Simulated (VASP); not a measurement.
Runs of VASP 6.6.1 on Mo. The structure is that of space group P6/mmm (No. 191), or close to it. The cells are those of the table. 

```tsv
cell	gap on the mesh (eV)	pressure (GPa)
a = 2.772, b = 2.772, c = 2.589 Å, angles 90.0, 90.0, 120.0°, 1 atom	none	-11.8
a = 2.680, b = 2.680, c = 2.503 Å, angles 90.0, 90.0, 120.0°, 1 atom	none	10.5
a = 2.736, b = 2.736, c = 2.555 Å, angles 90.0, 90.0, 120.0°, 1 atom	none	(a)
a = 2.789, b = 2.789, c = 2.605 Å, angles 90.0, 90.0, 120.0°, 1 atom	none	-15.0
a = 2.717, b = 2.717, c = 2.538 Å, angles 90.0, 90.0, 120.0°, 1 atom	none	(b)
```

Alike in all rows: task single point; level PBEsol; potentials or basis VASP PAW PBE potentials, release 64 (Mo_sv); no spin polarisation; k mesh 12 × 12 × 11; cutoff (eV) 520; smearing methfessel-paxton 0.15 eV.

**Question.** Estimate the missing entries.

**Answer.** (a) -4.2; (b) 0.2.

Caveats: the PAW data sets were made with another functional, which shifts forces and pressure a little.

A k mesh can miss the band edges, and the runs leave out spin-orbit coupling on Mo.

A gap of «none» marks levels without a gap at the run's occupations.
